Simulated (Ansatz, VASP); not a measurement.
## CaO: VASP beside Ansatz

Contents of INCAR:

```
  PREC = Accurate
  ENCUT = 520
  EDIFF = 1E-6
  ISMEAR = 0
  SIGMA = 0.01
  LREAL = F
  LASPH = T
  NELM = 60
  ALGO = Normal
  ISIF = 2
  LWAVE = F
  LCHARG = T
  GGA = PE
  LELF = T
  LVHAR = T
  NBANDS = 24
```

File KPOINTS:

```
Automatic mesh
0
Gamma
  6 6 4
```

POSCAR

```
CaO
1.0
    3.9214238547      0.0000000000      0.0000000000
   -1.9607119274      3.3960526772      0.0000000000
    0.0000000000      0.0000000000      4.7119139538
Ca O
2 2
Direct
    0.3333333333      0.6666666667     -0.0624994791
    0.6666666667      0.3333333333      0.4375005209
    0.3333333333      0.6666666667      0.4374994791
    0.6666666667      0.3333333333      0.9374994791
```

Input for Ansatz:

```yaml
crystal:
  lattice:
    - [3.9214238547, 0.0, 0.0]
    - [-1.9607119274, 3.3960526772, 0.0]
    - [0.0, 0.0, 4.7119139538]
  atoms:
    - { symbol: Ca, position: [0.3333333333, 0.6666666667, -0.0624994791] }
    - { symbol: Ca, position: [0.6666666667, 0.3333333333, 0.4375005209] }
    - { symbol: O, position: [0.3333333333, 0.6666666667, 0.4374994791] }
    - { symbol: O, position: [0.6666666667, 0.3333333333, 0.9374994791] }
kpoints:
  mp_grid: { grid: [6, 6, 4] }
hamiltonian:
  xc: pbe
scf:
  occupations: { method: fixed }
  n_extra_bands: 5
output:
  forces: true
  stress: true
  eigenvalues: true
```

Alike in both runs: task single point; functional PBE; k mesh 6 × 6 × 4; no spin polarisation.

|  | VASP | Ansatz |
| --- | --- | --- |
| version | VASP 6.6.1 | Ansatz 0.2.0 |
| potentials or method | VASP PAW PBE potentials, release 64 (Ca_sv, O) | plane waves, PAW |
| plane-wave cutoff (eV) | 520 | 420 |
| occupations | gaussian, width 0.01 eV | fixed |
| valence electrons in the cell | 32 | 32 |

```tsv
	VASP	Ansatz	Ansatz less VASP
gap on the k mesh at the Fermi level (eV)	3.35	3.36	+0.016
pressure (GPa)	6.7	6.1	-0.60
traceless stress, the component that is largest in VASP (GPa)	0.41	0.39	-0.022
```

Ansatz's warnings: structure snapped to symmetry.
